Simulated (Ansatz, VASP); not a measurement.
## Two plane-wave programs on ZnCo

```xyz
2
Lattice="2.5172 0.0000 0.0000 -1.2586 2.1800 0.0000 0.0000 0.0000 4.0277" Properties=species:S:1:pos:R:3 pbc="T T T"
Zn    1.2586    0.7267    0.0000
Co    0.0000    0.0000    2.0139
```

Alike in both runs: task single point; functional LDA; k mesh 13 × 13 × 7; occupations fermi-dirac, width 0.1 eV; collinear spin.

```csv
,VASP,Ansatz
version,VASP 6.6.1,Ansatz 0.2.0
potentials or method,"VASP PAW LDA potentials, release 64 (Zn, Co), cutoff 520 eV","plane waves, PAW"
valence electrons in the cell,21,29
```

VASP gave:

| Property | Result |
| --- | --- |
| net moment per atom (μB) | 0.24 |
| size of the moment on the site where the two differ most (μB) | 0.51 |

**Question.** Estimate Ansatz's values.

**Answer.** net moment per atom (μB): 0.36; size of the moment on the site where the two differ most (μB): 0.76.

The net moments are unlike, so the other rows may belong to different states. LDA's correlation is that of Perdew and Zunger in VASP and of Perdew and Wang (1992) in Ansatz. Site moments also hang on the region over which each program counts them. VASP's potentials hold 21 valence electrons a cell and Ansatz's 29, so a difference there can come from the potentials and not from the codes.
